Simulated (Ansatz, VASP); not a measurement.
## PbS: VASP beside Ansatz

```
Pb S
1.0
     2.10732   -6.07014    0.00000
     2.10732    6.07014    0.00000
     0.00000    0.00000    4.33563
Pb S
2 2
Direct
  0.13056 0.86944 0.25000
  0.86944 0.13056 0.75000
  0.35480 0.64520 0.25000
  0.64520 0.35480 0.75000
```

Alike in both runs: task single point; functional PBE; k mesh 7 × 7 × 6; occupations fermi-dirac, width 0.05 eV; no spin polarisation.

|  | VASP | Ansatz |
| --- | --- | --- |
| version | VASP 6.6.1 | Ansatz 0.2.0 |
| potentials or method | VASP PAW PBE potentials, release 64 (Pb_d, S) | JTH PAW |
| plane-wave cutoff (eV) | 520 | 1800 |
| valence electrons in the cell | 40 | 40 |

```tsv
	VASP	Ansatz	Ansatz less VASP
gap on the k mesh at the Fermi level (eV)	1.32	1.32	-0.004
least direct gap on the mesh (eV)	1.42	1.41	-0.008
pressure (GPa)	-1.0	-0.9	+0.13
traceless stress, the component that is largest in VASP (GPa)	0.31	0.33	+0.023
rms of the force components (eV/Å)	0.067	0.061	-0.0062
```

Atom by atom the forces differ by 0.006 eV/Å (rms over components). The functional is the same, so the differences come from potentials, cutoffs and numerics.

Neither program's run includes spin-orbit coupling. Noted on Ansatz's run: odd divisions of the mesh miss points on the zone boundary, where band edges often lie, so the gap on the mesh can be too wide.
